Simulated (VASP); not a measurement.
# Ti in VASP: notebook, part 2 of 2

VASP 6.6.1. Earlier steps stand in the parts before.

## 3. Electric field gradients, PBEsol (equal xy, yz and zx shear strains of -1 %)

The input, INCAR:

```
PREC = Accurate
ENCUT = 520
EDIFF = 1E-8
ISMEAR = -1
SIGMA = 0.08
LREAL = F
LASPH = T
NELM = 60
ALGO = Normal
ISIF = 2
LWAVE = F
LCHARG = F
GGA = PS
LEFG = T
NBANDS = 19
```

The input, KPOINTS:

```
Automatic mesh
0
Gamma
  13 13 7
```

The input, POSCAR:

```
Ti
1.0
    2.9499978604     -0.0147499893     -0.0147499893
   -1.4877727956      2.5621480828     -0.0053988708
   -0.0234300000     -0.0234300000      4.6860000000
Ti
2
Direct
    0.3333333333      0.6666666667      0.2500000000
    0.6666666667      0.3333333333      0.7500000000
```

Potentials or basis: VASP PAW PBE potentials, release 64 (Ti_sv).

Command:

```console
> cat potpaw_PBE.64/Ti_sv/POTCAR > POTCAR
> mpirun -np 1 vasp_std > vasp.out
```

OUTCAR:

```text
PREC = Accurate
   ENCUT = 520
   EDIFF = 1E-8
   ISMEAR = -1
   LREAL = F
   LASPH = T
   NELM = 60
   ISIF = 2
   GGA = PS

 ion  position               nearest neighbor table
   1  0.333  0.667  0.250-   2 2.87   2 2.88   2 2.90   2 2.91   2 2.91   2 2.91
   2  0.667  0.333  0.750-   1 2.87   1 2.88   1 2.90   1 2.91   1 2.91   1 2.91

  LATTYP: Found a triclinic cell.
 ALAT       =     2.9373023616
 B/A-ratio  =     1.0043472705
 C/A-ratio  =     1.5953812620
 COS(alpha) =     0.0099745013
 COS(beta)  =     0.0136846555
 COS(gamma) =     0.4934979113

  Lattice vectors:

 A1 = (   1.4622250648,   2.5473980935,  -0.0201488601)
 A2 = (   2.9499978604,  -0.0147499893,  -0.0147499893)
 A3 = (   0.0234300000,   0.0234300000,  -4.6860000000)

Analysis of symmetry for initial positions (statically):
=====================================================================
 Subroutine PRICEL returns:
 Original cell was already a primitive cell.

 Routine SETGRP: Setting up the symmetry group for a
 triclinic supercell.

 Subroutine GETGRP returns: Found  2 space group operations
 (whereof  2 operations were pure point group operations)
 out of a pool of  2 trial point group operations.

The static configuration has the point symmetry S_2 .

Analysis of symmetry for dynamics (positions and initial velocities):
=====================================================================
 Subroutine PRICEL returns:
 Original cell was already a primitive cell.

 Routine SETGRP: Setting up the symmetry group for a
 triclinic supercell.

 Subroutine GETGRP returns: Found  2 space group operations
[... 152 lines left out ...]

 val. band max:        8.0219292675   @ k =   0.3846   0.2308   0.4286
 cond. band min:       8.0236872937   @ k =  -0.0769   0.1538   0.0000
 fundamental gap:      0.0017580262
 Fermi energy:         8.0224872133

 k-point     1 :       0.0000    0.0000    0.0000
  band No.  band energies     occupation
      1     -48.6144      2.00000
      2     -48.4851      2.00000
      3     -25.2843      2.00000
      4     -24.6729      2.00000
      5     -24.6637      2.00000
      6     -24.6068      2.00000
[... 505 lines left out ...]
      6     -24.7740      2.00000
[... 11 lines left out ...]
     18      11.2192      0.00000
     19      11.3754      0.00000

 [... further k-points ...]
[... 5 lines left out ...]
  --------------------------------------------------------------------------------------
  -------------------------------------------------------------------------------------
  Total       -1.2879970     -1.2867653     -1.3955953      0.1328070      0.0870802      0.0871560
  in kB      -58.4361760    -58.3802955    -63.3178926      6.0254271      3.9508105      3.9542501
  external PRESSURE =     -60.0447880 kB  Pullay stress =       0.0000000 kB

 VOLUME and BASIS-vectors are now :
 -----------------------------------------------------------------------------
  energy-cutoff  :      520.00
  volume of cell :       35.31
      direct lattice vectors                 reciprocal lattice vectors
     2.949997860 -0.014749989 -0.014749989     0.339983859  0.197425452  0.002687047
    -1.487772796  2.562148083 -0.005398871     0.001967055  0.391443866  0.001967055
    -0.023430000 -0.023430000  4.686000000     0.001072424  0.001072424  0.213412346

 POSITION                                       TOTAL-FORCE (eV/Angst)
 -----------------------------------------------------------------------------------
     -0.01437      1.69732      1.16298         0.025939      0.000345      0.001571
      1.45317      0.82664      3.50287        -0.025939     -0.000345     -0.001571
 -----------------------------------------------------------------------------------
    total drift:                               -0.000000      0.000000     -0.000000

  FREE ENERGIE OF THE ION-ELECTRON SYSTEM (eV)
  ---------------------------------------------------
  free  energy   TOTEN  =       -16.6619761966 eV

  energy  without entropy=      -16.6126081392  energy(sigma->0) =      -16.63729217

 Electric field gradients (V/A^2)
---------------------------------------------------------------------
 ion       V_xx      V_yy      V_zz      V_xy      V_xz      V_yz
---------------------------------------------------------------------
   1      -8.299    -8.273    16.572     0.310     0.694     0.695
   2      -8.299    -8.273    16.572     0.310     0.694     0.695
---------------------------------------------------------------------

 Electric field gradients after diagonalization (V/A^2)
 (convention: |V_zz| > |V_xx| > |V_yy|)
----------------------------------------------------------------------
 ion       V_xx      V_yy      V_zz     asymmetry (V_yy - V_xx)/ V_zz
----------------------------------------------------------------------
   1      -8.597    -8.015    16.611       0.035
   2      -8.597    -8.015    16.611       0.035
----------------------------------------------------------------------

           NMR quadrupolar parameters

 Cq : quadrupolar parameter    Cq=e*Q*V_zz/h
 eta: asymmetry parameters     (V_yy - V_xx)/ V_zz
 Q  : nuclear electric quadrupole moment in mb (millibarn)
----------------------------------------------------------------------
 ion       Cq(MHz)       eta       Q (mb)
----------------------------------------------------------------------
   1       0.040       0.035       1.000
   2       0.040       0.035       1.000
----------------------------------------------------------------------
```

OSZICAR:

```text
N       E                     dE             d eps       ncg     rms          rms(c)
DAV:   1     0.261721231231E+03    0.26172E+03   -0.13021E+04 22536   0.157E+03
DAV:   2     0.111227099613E+02   -0.25060E+03   -0.24658E+03 23010   0.440E+02
DAV:   3    -0.177540124298E+02   -0.28877E+02   -0.28533E+02 42147   0.123E+02
DAV:   4    -0.190175750802E+02   -0.12636E+01   -0.12617E+01 26252   0.265E+01
DAV:   5    -0.190779515928E+02   -0.60377E-01   -0.60368E-01 33538   0.415E+00    0.122E+01
DAV:   6    -0.166745479900E+02    0.24034E+01   -0.86862E+00 26297   0.292E+01    0.286E+00
DAV:   7    -0.166476320588E+02    0.26916E-01   -0.78341E-01 34181   0.622E+00    0.207E+00
DAV:   8    -0.166693747482E+02   -0.21743E-01   -0.20202E-01 24910   0.527E+00    0.678E-01
DAV:   9    -0.166615043696E+02    0.78704E-02   -0.46528E-02 25948   0.213E+00    0.720E-02
DAV:  10    -0.166619164067E+02   -0.41204E-03   -0.30666E-03 33484   0.322E-01    0.894E-02
DAV:  11    -0.166619839108E+02   -0.67504E-04   -0.15982E-04 25592   0.840E-02    0.382E-02
DAV:  12    -0.166619760042E+02    0.79066E-05   -0.30582E-05 27007   0.470E-02    0.997E-03
DAV:  13    -0.166619760533E+02   -0.49092E-07   -0.26462E-06 25470   0.148E-02    0.137E-03
DAV:  14    -0.166619761331E+02   -0.79891E-07   -0.21115E-07 30077   0.271E-03    0.929E-04
DAV:  15    -0.166619761778E+02   -0.44635E-07   -0.55185E-08 22911   0.177E-03    0.282E-04
DAV:  16    -0.166619762057E+02   -0.27882E-07   -0.76275E-09 15622   0.577E-04    0.141E-04
DAV:  17    -0.166619761966E+02    0.90213E-08   -0.72016E-10 12187   0.223E-04
   1 F= -.16661976E+02 E0= -.16637292E+02  d E =-.493681E-01
```

stdout:

```text
POSCAR found type information on POSCAR Ti
 POSCAR found :  1 types and       2 ions
 scaLAPACK will be used
 -----------------------------------------------------------------------------
[... 27 lines left out ...]
     0.0000581     0.1084105     0.1448678    -1.6976645     0.1448731    -0.0024817
     0.0000800     0.1084105     0.1448678    -1.6976645     0.1448731    -0.0024817
     0.0001102     0.1084105     0.1448678    -1.6976644     0.1448731    -0.0024817

     0.0000422    -0.2198044    -0.5836384   -13.0373989    -0.5830767     0.0106760
     0.0000581    -0.2197995    -0.5836324   -13.0373408    -0.5830708     0.0106759
     0.0000800    -0.2197914    -0.5836225   -13.0372445    -0.5830609     0.0106757
     0.0001102    -0.2197779    -0.5836062   -13.0370862    -0.5830446     0.0106754
```

It took 4.9 min on 1 thread of Intel Xeon Platinum 8488C (Sapphire Rapids), shared host; peak memory 0.41 GiB.

Results:

- Free energy: -16.6620 eV
- Pressure: -6.0 GPa
- Largest force: 0.026 eV/Å
- Band gap on the k mesh: zero (bands 12 and 13 overlap by 1.06 eV)
- Largest electric field gradient by atom: Ti +16.6 V/Å²

Forces in eV/Å, atoms in the order of the input:
```
Ti   0.026  0.000  0.002
Ti  -0.026  0.000 -0.002
```

Levels at points of the mesh, in eV from the Fermi level:
```tsv
k point	band 9	band 10	band 11	band 12	band 13	band 14	band 15	band 16
(0.00, 0.00, 0.00)	-6.16	-2.64	0.72	0.73	0.84	0.87	1.21	1.32
```

Electric field gradients, principal values (V/Å²):
| atom | least | middle | greatest (by size) |
| --- | --- | --- | --- |
| 1 Ti | -8.015 | -8.597 | 16.611 |
| 2 Ti | -8.015 | -8.597 | 16.611 |

Caveat: the cell differs from its parent crystal (equal xy, yz and zx shear strains of -1 %); the cell stands under tension; without QUAD_EFG the Cq values of the log hold for a quadrupole moment of 1 mb, not for the nuclei; the PAW data sets were made with another functional, which shifts forces and pressure a little.

## 4. Electric field gradients, PBEsol (equal xx and yy strain of -3 %)

The input, INCAR:

```
SYSTEM = Ti
PREC = Accurate ; ENCUT = 400
EDIFF = 1E-8 ; ISMEAR = -1
SIGMA = 0.08 ; LREAL = .FALSE.
LASPH = .TRUE. ; NELM = 120
ALGO = Normal ; ISIF = 2
LWAVE = .FALSE. ; LCHARG = .FALSE.
GGA = PS ; LEFG = .TRUE.
NBANDS = 19 ; GGA_COMPAT = .FALSE.
```

The input, KPOINTS:

```
regular mesh
0
G
  13 13 7
  0 0 0
```

The input, POSCAR:

```
Ti
1.0
    2.8614979246      0.0000000000      0.0000000000
   -1.4307489623      2.4781298956      0.0000000000
    0.0000000000      0.0000000000      4.6860000000
Ti
2
Direct
    0.3333333333      0.6666666667      0.2500000000
    0.6666666667      0.3333333333      0.7500000000
```

Potentials or basis: VASP PAW PBE potentials, release 64 (Ti_sv).

Command:

```console
> cat potpaw_PBE.64/Ti_sv/POTCAR > POTCAR
> mpirun -np 1 vasp_std > vasp.out
```

OUTCAR:

```text
SYSTEM = Ti
   PREC = Accurate
   ENCUT = 400
   EDIFF = 1E-8
   ISMEAR = -1
   LREAL = .FALSE.
   LASPH = .TRUE.
   NELM = 120
   ISIF = 2
   GGA = PS

 ion  position               nearest neighbor table
   1  0.333  0.667  0.250-   2 2.87   2 2.87   2 2.87   2 2.87   2 2.87   2 2.87
   2  0.667  0.333  0.750-   1 2.87   1 2.87   1 2.87   1 2.87   1 2.87   1 2.87

  LATTYP: Found a hexagonal cell.
 ALAT       =     2.8614979246
 C/A-ratio  =     1.6376038437

  Lattice vectors:

 A1 = (   2.8614979246,   0.0000000000,   0.0000000000)
 A2 = (  -1.4307489623,   2.4781298956,   0.0000000000)
[... 743 lines left out ...]
  free  energy   TOTEN  =       -16.6776682207 eV

  energy  without entropy=      -16.6312738064  energy(sigma->0) =      -16.65447101

 Electric field gradients (V/A^2)
---------------------------------------------------------------------
 ion       V_xx      V_yy      V_zz      V_xy      V_xz      V_yz
---------------------------------------------------------------------
   1      -5.991    -5.991    11.982     0.000     0.000    -0.000
   2      -5.991    -5.991    11.982     0.000    -0.000     0.000
---------------------------------------------------------------------

 Electric field gradients after diagonalization (V/A^2)
 (convention: |V_zz| > |V_xx| > |V_yy|)
----------------------------------------------------------------------
 ion       V_xx      V_yy      V_zz     asymmetry (V_yy - V_xx)/ V_zz
----------------------------------------------------------------------
   1      -5.991    -5.991    11.982       0.000
   2      -5.991    -5.991    11.982       0.000
----------------------------------------------------------------------

           NMR quadrupolar parameters

 Cq : quadrupolar parameter    Cq=e*Q*V_zz/h
 eta: asymmetry parameters     (V_yy - V_xx)/ V_zz
 Q  : nuclear electric quadrupole moment in mb (millibarn)
----------------------------------------------------------------------
 ion       Cq(MHz)       eta       Q (mb)
----------------------------------------------------------------------
   1       0.029       0.000       1.000
   2       0.029       0.000       1.000
----------------------------------------------------------------------
```

stdout:

```text
POSCAR found type information on POSCAR Ti
 POSCAR found :  1 types and       2 ions
 scaLAPACK will be used
 -----------------------------------------------------------------------------
|                                                                             |
|                                                                             |
|     You enforced a specific xc type in the INCAR file but a different       |
|     I HOPE YOU KNOW WHAT YOU ARE DOING!                                     |
|                                                                             |
 -----------------------------------------------------------------------------

 LDA part: xc-table for (Slater+PW92), standard interpolation
 POSCAR, INCAR and KPOINTS ok, starting setup
 FFT: planning ... GRIDC
 FFT: planning ... GRID_SOFT
 FFT: planning ... GRID
 WAVECAR not read
 entering main loop
ion   1

ion   2
```

It took 16 s on 1 thread of AMD EPYC 9R45 (Zen 5), shared host; peak memory 0.12 GiB.

What came out:

```yaml
Free_energy: -16.6777 eV
Pressure: -0.3 GPa
Band_gap_on_the_k_mesh: zero (bands 12 and 13 overlap by 1.01 eV)
Largest_electric_field_gradient_by_atom: Ti +12.0 V/Å²
```

Levels at points of the mesh, in eV from the Fermi level:
```tsv
k point	band 10	band 11	band 12	band 13	band 14	band 15
(0.00, 0.00, 0.00)	-2.79	0.62	0.73	0.86	0.86	1.34
```

Electric field gradients, principal values (V/Å²):
```csv
atom,least,middle,greatest (by size)
1 Ti,-5.991,-5.991,11.982
2 Ti,-5.991,-5.991,11.982
```

Caveat: the cell differs from its parent crystal (equal xx and yy strain of -3 %); without QUAD_EFG the Cq values of the log hold for a quadrupole moment of 1 mb, not for the nuclei; the PAW data sets were made with another functional, which shifts forces and pressure a little.

## 5. Electric field gradients, PBEsol (equal xx and yy strain of -3 %)

The input, INCAR:

```
PREC = Accurate
ENCUT = 400
EDIFF = 1E-8
ISMEAR = -1
SIGMA = 0.08
LREAL = F
LASPH = T
NELM = 120
ALGO = Normal
ISIF = 2
LWAVE = F
LCHARG = F
GGA = PS
LEFG = T
NBANDS = 19
GGA_COMPAT = F
```

The input, KPOINTS:

```
Automatic mesh
0
Gamma
  13 13 7
```

POSCAR is that of step 4.

Potentials or basis: VASP PAW PBE potentials, release 64 (Ti_sv).

Command:

```console
> cat potpaw_PBE.64/Ti_sv/POTCAR > POTCAR
> mpirun -np 1 vasp_std > vasp.out
```

OUTCAR:

```text
PREC = Accurate
   ENCUT = 400
   EDIFF = 1E-8
   ISMEAR = -1
   LREAL = F
   LASPH = T
   NELM = 120
   ISIF = 2
   GGA = PS

 ion  position               nearest neighbor table
   1  0.333  0.667  0.250-   2 2.87   2 2.87   2 2.87   2 2.87   2 2.87   2 2.87
   2  0.667  0.333  0.750-   1 2.87   1 2.87   1 2.87   1 2.87   1 2.87   1 2.87

  LATTYP: Found a hexagonal cell.
 ALAT       =     2.8614979246
 C/A-ratio  =     1.6376038437

  Lattice vectors:

 A1 = (   2.8614979246,   0.0000000000,   0.0000000000)
 A2 = (  -1.4307489623,   2.4781298956,   0.0000000000)
 A3 = (   0.0000000000,   0.0000000000,   4.6860000000)

Analysis of symmetry for initial positions (statically):
=====================================================================
 Subroutine PRICEL returns:
 Original cell was already a primitive cell.

 Routine SETGRP: Setting up the symmetry group for a
[... 719 lines left out ...]
  energy-cutoff  :      400.00
  volume of cell :       33.23
      direct lattice vectors                 reciprocal lattice vectors
     2.861497925  0.000000000  0.000000000     0.349467316  0.201765049  0.000000000
    -1.430748962  2.478129896  0.000000000     0.000000000  0.403530098  0.000000000
     0.000000000  0.000000000  4.686000000     0.000000000  0.000000000  0.213401622

 POSITION                                       TOTAL-FORCE (eV/Angst)
 -----------------------------------------------------------------------------------
     -0.00000      1.65209      1.17150        -0.000000      0.000000      0.000000
      1.43075      0.82604      3.51450         0.000000     -0.000000      0.000000
 -----------------------------------------------------------------------------------
    total drift:                               -0.000000      0.000000     -0.000000

  FREE ENERGIE OF THE ION-ELECTRON SYSTEM (eV)
  ---------------------------------------------------
  free  energy   TOTEN  =       -16.6776682207 eV

  energy  without entropy=      -16.6312738064  energy(sigma->0) =      -16.65447101

 Electric field gradients (V/A^2)
---------------------------------------------------------------------
 ion       V_xx      V_yy      V_zz      V_xy      V_xz      V_yz
---------------------------------------------------------------------
   1      -5.991    -5.991    11.982     0.000     0.000    -0.000
   2      -5.991    -5.991    11.982     0.000    -0.000     0.000
---------------------------------------------------------------------

 Electric field gradients after diagonalization (V/A^2)
 (convention: |V_zz| > |V_xx| > |V_yy|)
----------------------------------------------------------------------
 ion       V_xx      V_yy      V_zz     asymmetry (V_yy - V_xx)/ V_zz
----------------------------------------------------------------------
   1      -5.991    -5.991    11.982       0.000
   2      -5.991    -5.991    11.982       0.000
----------------------------------------------------------------------

           NMR quadrupolar parameters

 Cq : quadrupolar parameter    Cq=e*Q*V_zz/h
 eta: asymmetry parameters     (V_yy - V_xx)/ V_zz
 Q  : nuclear electric quadrupole moment in mb (millibarn)
----------------------------------------------------------------------
 ion       Cq(MHz)       eta       Q (mb)
----------------------------------------------------------------------
   1       0.029       0.000       1.000
   2       0.029       0.000       1.000
----------------------------------------------------------------------
```

Wall time 16 s (1 thread of AMD EPYC 9R45 (Zen 5), shared host); peak memory 0.12 GiB.

What came out:

| Property | Result |
| --- | --- |
| Free energy | -16.6777 eV |
| Pressure | -0.3 GPa |
| Band gap on the k mesh | zero (bands 12 and 13 overlap by 1.01 eV) |
| Largest electric field gradient by atom | Ti +12.0 V/Å² |

Stress tensor (GPa, compression positive):
```
 0.99  0.00  0.00
 0.00  0.99  0.00
 0.00  0.00 -2.74
```

Electric field gradients, principal values (V/Å²):
| atom | least | middle | greatest (by size) |
| --- | --- | --- | --- |
| 1 Ti | -5.991 | -5.991 | 11.982 |
| 2 Ti | -5.991 | -5.991 | 11.982 |

Caveat: the cell differs from its parent crystal (equal xx and yy strain of -3 %); without QUAD_EFG the Cq values of the log hold for a quadrupole moment of 1 mb, not for the nuclei; the PAW data sets were made with another functional, which shifts forces and pressure a little.
